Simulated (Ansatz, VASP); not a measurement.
## Two plane-wave programs on Ge

```xyz
1
Lattice="0.0000 2.0280 2.0280 2.0280 0.0000 2.0280 2.0280 2.0280 0.0000" Properties=species:S:1:pos:R:3 pbc="T T T"
Ge    0.0000    0.0000    0.0000
```

Alike in both runs: task single point; functional r2SCAN; k mesh 14 × 14 × 14; occupations fermi-dirac, width 0.1 eV; no spin polarisation.

```csv
,VASP,Ansatz
version,VASP 6.6.1,Ansatz 0.2.0
potentials or method,"VASP PAW PBE potentials, release 64 (Ge_d), cutoff 520 eV","plane waves (500 eV) with PAW, scalar-relativistic"
valence electrons in the cell,14,14
```

```csv
,VASP,Ansatz,Ansatz less VASP
pressure (GPa),11.6,11.8,+0.20
```

VASP's potentials were made for PBE, not for r2SCAN.
